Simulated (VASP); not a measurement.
A run of VASP 6.6.1 is set up as follows.

File POSCAR:

```
C
1.0
    0.0000000000      1.7833900000      1.7833900000
    1.7833900000      0.0000000000      1.7833900000
    1.7833900000      1.7833900000      0.0000000000
C
2
Direct
    0.5000000000      0.5000000000      0.5000000000
    0.7500000000      0.7500000000      0.7500000000
```

Contents of INCAR.step1:

```
PREC = Accurate
ENCUT = 910
ISMEAR = -1
SIGMA = 0.1
LREAL = F
LASPH = T
NELM = 120
NBANDS = 11
GGA = PE
ALGO = Normal
EDIFF = 1E-5
LWAVE = T
LCHARG = F
GGA_COMPAT = F
```

File INCAR.step2:

```
PREC = Accurate
ENCUT = 910
EDIFF = 1E-6
ISMEAR = -1
SIGMA = 0.1
LREAL = F
LASPH = T
NELM = 120
ALGO = Normal
ISIF = 2
LWAVE = F
LCHARG = F
METAGGA = R2SCAN
LMIXTAU = T
NBANDS = 11
ISTART = 1
GGA_COMPAT = F
```

File KPOINTS:

```
Automatic mesh
0
Gamma
  12 12 12
```

Potentials or basis: VASP PAW PBE potentials, release 64 (C_h).

Launch:

```bash
$ cat potpaw_PBE.64/C_h/POTCAR > POTCAR
$ cp INCAR.step1 INCAR
$ mpirun -np 1 vasp_std > vasp.out
$ cp INCAR.step2 INCAR
$ mpirun -np 1 vasp_std > vasp.out
```

(1) Estimate the band gap on the k mesh.

(2) Estimate the pressure.

Answers

(1) 4.37 eV, indirect (least direct gap 5.88 eV).

(2) -3.3 GPa.

Caveat: the cutoff is under 1.25 times the usual one of these potentials, so pressure, stress and relaxed cells hold a basis-set (Pulay) error; the PAW data sets were made with another functional, which shifts forces and pressure a little.
